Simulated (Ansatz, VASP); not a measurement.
## Zn2Sb3O2 in VASP and in Ansatz

```
Zn Sb O
1.0
     2.25406  -10.45015    0.00000
     2.25406   10.45015    0.00000
     0.00000    0.00000    3.13128
Zn Sb O
2 3 2
Direct
  0.12837 0.87163 0.00000
  0.87163 0.12837 0.00000
  0.69975 0.30025 0.50000
  0.30025 0.69975 0.50000
  0.50000 0.50000 0.50000
  0.60185 0.39815 0.50000
  0.39815 0.60185 0.50000
```

Change from the starting cell: species swapped into the Gd2B3C2 type (Cmmm, No. 65).

Alike in both runs: functional PBE; k mesh 5 × 5 × 4; occupations gaussian, width 0.2 eV; no spin polarisation.

Ansatz relaxed the structure, and its values are those at the end. VASP's run is a single point on that final structure, the one shown.

|  | VASP | Ansatz |
| --- | --- | --- |
| version | VASP 6.6.1 | Ansatz 0.2.0 |
| potentials or method | VASP PAW PBE potentials, release 64 (Zn, Sb, O), cutoff 520 eV | scalar-relativistic, plane waves, PAW |
| valence electrons in the cell | 51 | 81 |

|  | VASP | Ansatz | Ansatz less VASP |
| --- | --- | --- | --- |
| gap on the k mesh at the Fermi level (eV) | none | none | - |
| pressure (GPa) | 0.0 | 0.1 | +0.11 |
| rms of the force components (eV/Å) | 0.035 | 0.026 | -0.0096 |

A gap of «none» marks a metal or a gap that the smearing closes. The functional is the same, so the differences come from potentials, cutoffs and numerics. VASP's potentials hold 51 valence electrons a cell and Ansatz's 81, so a difference there can come from the potentials and not from the codes.

The k mesh is coarse, so the values compare programs but aren't converged. Neither program's run includes spin-orbit coupling.
